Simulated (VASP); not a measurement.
Runs of VASP 6.6.1 on MnHg. The structure is that of space group Pm-3m (No. 221), or close to it. The cells are those of the table. 

```csv
task,cell,k mesh for the DOS,occupations for the DOS,gap on the mesh (eV),pressure (GPa),moment (μB)
electric field gradients,"a = 3.383, b = 3.383, c = 3.182 Å, 2 atoms",-,-,none,0.9,3.90
density of states,"a = 3.315 Å, 2 atoms",17 × 17 × 17,tetrahedron,-,-,(a)
single point,"a = 3.383, b = 3.383, c = 3.182 Å, 2 atoms",-,-,none,0.9,3.90
electric field gradients,"a = 3.293 Å, 2 atoms",-,-,none,2.5,3.86
```

Alike in all rows: level PBE; potentials or basis VASP PAW PBE potentials, release 64 (Mn_pv, Hg); spin collinear, ferromagnetic start; k mesh 11 × 11 × 11; cutoff (eV) 520; smearing fermi-dirac 0.08 eV.

Task: Estimate the missing entries.

Result: (a) 3.92.

Caveats: spin-orbit coupling is left out, which moves the levels of the heavy elements; tetrahedron occupations give inexact forces and stress in metals (some runs).

A k mesh can miss the band edges, and the runs leave out spin-orbit coupling on Hg.

A gap of «none» marks levels without a gap at the run's occupations.
